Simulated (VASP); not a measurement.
Write the native input for VASP 6.6.1 that does the following.

* Task: single point
* Functional: PBE
* Potentials or basis: VASP PAW PBE potentials, release 64 (Bi_d)
* Cutoff: 500 eV
* k mesh: 9 × 9 × 9
* Occupations: gaussian, width 0.017 eV
* Spin: no spin polarisation
* Dipole correction: no
* Further INCAR settings: ALGO = Normal; EDIFF = 1e-06; NBANDS = 14

The structure of Bi lies in POSCAR:

```
Bi
1.0
   -1.9814305318      1.9814305318      1.9814305318
    1.9814305318     -1.9814305318      1.9814305318
    1.9814305318      1.9814305318     -1.9814305318
Bi
1
Direct
    0.0000000000      0.0000000000      0.0000000000
```

These files were run (other wordings do the same):

INCAR

```
SYSTEM = Bi
ALGO = Normal
EDIFF = 1E-6
ENCUT = 500
GGA = PE
GGA_COMPAT = .FALSE.
ISIF = 2
ISMEAR = 0
LASPH = .TRUE.
LCHARG = .TRUE.
LELF = .TRUE.
LREAL = .FALSE.
LVHAR = .TRUE.
LWAVE = .FALSE.
NBANDS = 14
NELM = 120
PREC = Accurate
SIGMA = 0.017
```

KPOINTS

```
k-points
0
G
  9 9 9
  0 0 0
```

Potentials or basis: VASP PAW PBE potentials, release 64 (Bi_d).

Launch:

```bash
$ cat potpaw_PBE.64/Bi_d/POTCAR > POTCAR
$ mpirun -np 1 vasp_std > vasp.out
```

It gave:

| Quantity | Value |
| --- | --- |
| Pressure | 0.8 GPa |

It took 29 s on 1 thread of Intel Xeon 8259CL, on a shared host, peak memory 0.16 GiB.
